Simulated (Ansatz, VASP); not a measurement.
# Al3VF: VASP beside Ansatz

File INCAR:

```
SYSTEM = Al3VF
  ALGO = Normal
  EDIFF = 1E-6
  ENCUT = 600
  GGA = PE
  GGA_COMPAT = .False.
  ISIF = 2
  ISMEAR = 0
  ISPIN = 2
  LASPH = .True.
  LCHARG = .False.
  LMAXMIX = 4
  LORBIT = 11
  LREAL = .False.
  LWAVE = .False.
  MAGMOM = 0 0 0 2 0
  NBANDS = 26
  NELM = 200
  PREC = Accurate
  SIGMA = 0.1
```

The input KPOINTS:

```
k-points
0
Gamma
  6 6 6
  0 0 0
```

Contents of POSCAR:

```
Al3VF
1.0
   -2.4046971700      2.4940996200      2.9016388400
    2.4046971700     -2.4940996200      2.9016388400
    2.4046971700      2.4940996200     -2.9016388400
Al V F
3 1 1
Direct
    0.7468402400      0.7468402400      0.0000000000
    0.2531597600      0.2531597600      0.0000000000
    0.0000000000      0.5000000000      0.5000000000
    0.5000000000      0.0000000000      0.5000000000
    0.0000000000      0.0000000000      0.0000000000
```

Input for Ansatz:

```yaml
crystal:
  lattice:
    - [-2.40469717, 2.49409962, 2.90163884]
    - [2.40469717, -2.49409962, 2.90163884]
    - [2.40469717, 2.49409962, -2.90163884]
  atoms:
    - { symbol: Al, position: [0.74684024, 0.74684024, 0.0] }
    - { symbol: Al, position: [0.25315976, 0.25315976, 0.0] }
    - { symbol: Al, position: [0.0, 0.5, 0.5] }
    - { symbol: V, position: [0.5, 0.0, 0.5], spin: 2.0 }
    - { symbol: F, position: [0.0, 0.0, 0.0] }
basis:
  ecutwfc: 420
kpoints:
  mp_grid: { grid: [6, 6, 6] }
hamiltonian:
  xc: pbe
scf:
  occupations: { method: gaussian, width: 0.1 }
  lower_state_search: "off"
output:
  forces: true
  stress: true
  eigenvalues: true
  populations: true
magnetization:
  spin_polarized: true
```

Alike in both runs: task single point; functional PBE; k mesh 6 × 6 × 6; occupations gaussian, width 0.1 eV; collinear spin.

```csv
,VASP,Ansatz
version,VASP 6.6.1,Ansatz 0.2.0
potentials or method,"VASP PAW PBE potentials, release 64 (Al, V_sv, F), cutoff 600 eV","scalar-relativistic, plane waves, PAW"
valence electrons in the cell,29,29
```

Ansatz gave:

- gap on the k mesh at the Fermi level (eV): none
- rms of the force components (eV/Å): 5.074
- net moment per atom (μB): 0.52
- size of the moment on the site where the two differ most (μB): 2.08

Q: Which values does VASP return?

A: gap on the k mesh at the Fermi level (eV): none; rms of the force components (eV/Å): 5.233; net moment per atom (μB): 0.52; size of the moment on the site where the two differ most (μB): 2.27.

Site moments also hang on the region over which each program counts them. Atom by atom the forces differ by 0.159 eV/Å (rms over components). A gap of «none» marks a metal or a gap that the smearing closes.
